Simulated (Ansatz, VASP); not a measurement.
# Zr: VASP beside Ansatz

INCAR

```
PREC = Accurate
ENCUT = 520
EDIFF = 1E-8
ISMEAR = -1
SIGMA = 0.08
LREAL = False
LASPH = True
NELM = 60
ALGO = Normal
ISIF = 2
LWAVE = False
LCHARG = False
GGA = PE
LEFG = True
NBANDS = 19
```

File KPOINTS:

```
Automatic mesh
0
Gamma
  13 13 7
```

File POSCAR:

```
Zr
1.0
    3.1660205622      0.0000000000      0.0000000000
   -1.5830102810      2.7418542357      0.0000000000
    0.0000000000      0.0000000000      5.0419297016
Zr
2
Direct
    0.3333333333      0.6666666667      0.2500000000
    0.6666666667      0.3333333333      0.7500000000
```

Input for Ansatz:

```yaml
crystal:
  lattice:
    - [3.1660205622, 0.0, 0.0]
    - [-1.583010281, 2.7418542357, 0.0]
    - [0.0, 0.0, 5.0419297016]
  atoms:
    - { symbol: Zr, position: [0.3333333333, 0.6666666667, 0.25] }
    - { symbol: Zr, position: [0.6666666667, 0.3333333333, 0.75] }
kpoints:
  mp_grid: { grid: [13, 13, 7] }
scf:
  occupations: { method: fermi_dirac, width: 0.08 }
hamiltonian:
  xc: pbe
  pseudopotentials: { kind: all_electron, datasets: crystal }
output:
  forces: true
  stress: true
  eigenvalues: true
  efg: { contact_densities: true }
```

Change from the starting cell: volume scaled by 0.94, crystal datasets.

Alike in both runs: task electric field gradients; functional PBE; k mesh 13 × 13 × 7; occupations fermi-dirac, width 0.08 eV; no spin polarisation.

|  | VASP | Ansatz |
| --- | --- | --- |
| version | VASP 6.6.1 | Ansatz 0.2.0 |
| potentials or method | VASP PAW PBE potentials, release 64 (Zr_sv), cutoff 520 eV | all-electron PAW with datasets made for the crystal, scalar-relativistic |

Ansatz gave:

```
pressure (GPa)                                                : 7.0
traceless stress, the component that is largest in VASP (GPa) : 0.85
size of Vzz on the site where it differs most (V/Å²)          : 47.9
```

Q: What did VASP give for the same quantities?

A: Pressure (GPa): 7.0; traceless stress, the component that is largest in VASP (GPa): 0.85; size of Vzz on the site where it differs most (V/Å²): 47.7.

Ansatz ran all-electron here, and VASP with PAW potentials.
